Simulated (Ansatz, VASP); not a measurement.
## C: VASP beside Ansatz

Contents of INCAR:

```
SYSTEM = C
  PREC = Accurate
  ENCUT = 520
  EDIFF = 1E-6
  ISMEAR = 0
  SIGMA = 0.15
  LREAL = .FALSE.
  LASPH = .TRUE.
  NELM = 100
  ALGO = Normal
  ISIF = 2
  LWAVE = .FALSE.
  LCHARG = .FALSE.
  NBANDS = 16
```

KPOINTS

```
Automatic mesh
0
G
  18 18 2
  0 0 0
```

Contents of POSCAR:

```
C
1.0
    2.2734803463      0.0000000000      0.0000000000
   -1.1367401731      2.1170878870      0.0000000000
    0.0000000000      0.0000000000     24.1078379870
C
4
Direct
   -0.0576755430      0.0000000000      0.5687751440
    0.0576755430      0.0000000000      0.4312248560
    0.3910114216      0.6666666667      0.4312002200
    0.6089885784      0.3333333333      0.5687997800
```

Input for Ansatz:

```yaml
crystal:
  lattice:
    - [2.2734803463, 0.0, 0.0]
    - [-1.1367401731, 2.117087887, 0.0]
    - [0.0, 0.0, 24.107837987]
  atoms:
    - { symbol: C, position: [-0.057675543, 0.0, 0.568775144] }
    - { symbol: C, position: [0.057675543, 0.0, 0.431224856] }
    - { symbol: C, position: [0.3910114216, 0.6666666667, 0.43120022] }
    - { symbol: C, position: [0.6089885784, 0.3333333333, 0.56879978] }
basis:
  ecutwfc: 520.0
kpoints:
  mp_grid: { grid: [18, 18, 2] }
hamiltonian:
  xc: lda
  pseudopotentials: { kind: paw, azcp: { folder: soft_1 } }
scf:
  occupations: { method: gaussian, width: 0.15 }
output:
  forces: true
  stress: true
  eigenvalues: true
```

Change from the starting cell: mode 4 frozen in at -0.141 Å, normal strain along x -0.0700.

Alike in both runs: task single point; functional LDA; k mesh 18 × 18 × 2; occupations gaussian, width 0.15 eV; no spin polarisation.

|  | VASP | Ansatz |
| --- | --- | --- |
| version | VASP 6.6.1 | Ansatz 0.2.0 |
| potentials or method | VASP PAW LDA potentials, release 64 (C), cutoff 520 eV | scalar-relativistic, plane waves, PAW |
| valence electrons in the cell | 16 | 16 |

VASP gave:

```
gap on the k mesh at the Fermi level (eV) : 0.67
least direct gap on the mesh (eV)         : 0.75
rms of the force components (eV/Å)        : 0.885
```

Q: Which values does Ansatz return?

A: gap on the k mesh at the Fermi level (eV): 0.67; least direct gap on the mesh (eV): 0.74; rms of the force components (eV/Å): 0.883.

Ansatz warns that its potentials were made for another functional, while VASP's fit it. LDA's correlation is that of Perdew and Zunger in VASP and of Perdew and Wang (1992) in Ansatz. Atom by atom the forces differ by 0.002 eV/Å (rms over components).
